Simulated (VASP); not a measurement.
Crystal: LiH.

```
CELL_PARAMETERS angstrom
3.25482 0.00000 0.00000
-1.62741 2.81876 0.00000
0.00000 0.00000 4.06907
ATOMIC_POSITIONS crystal
Li 0.33333 0.66667 0.25000
Li 0.66667 0.33333 0.75000
H 0.66667 0.33333 0.25000
H 0.33333 0.66667 0.75000
```

Base run:

| Item | Value |
| --- | --- |
| Program | VASP 6.6.1 |
| Functional | r2SCAN |
| Potentials or basis | VASP PAW PBE potentials, release 64 (Li_sv, H) |
| Cutoff | 520 eV |
| k mesh | 9 × 9 × 6 |
| Occupations | gaussian, width 0.01 eV |
| Spin | no spin polarisation |

Its results: band gap on the k mesh 2.30 eV (least direct gap 3.61 eV).

**Question.** After a change of settings the same cell gave: band gap on the k mesh 1.83 eV (least direct gap 3.07 eV). Which change was it?
A. functional from r2SCAN to PBE
B. k mesh from 9 × 9 × 6 to 12 × 12 × 6; further incar settings from ALGO = Normal; EDIFF = 1e-06; NBANDS = 12 to ALGO = Normal; EDIFF = 1e-07; NBANDS = 12
C. functional from r2SCAN to HSE06; k mesh from 9 × 9 × 6 to 6 × 6 × 4

**Answer.** A.
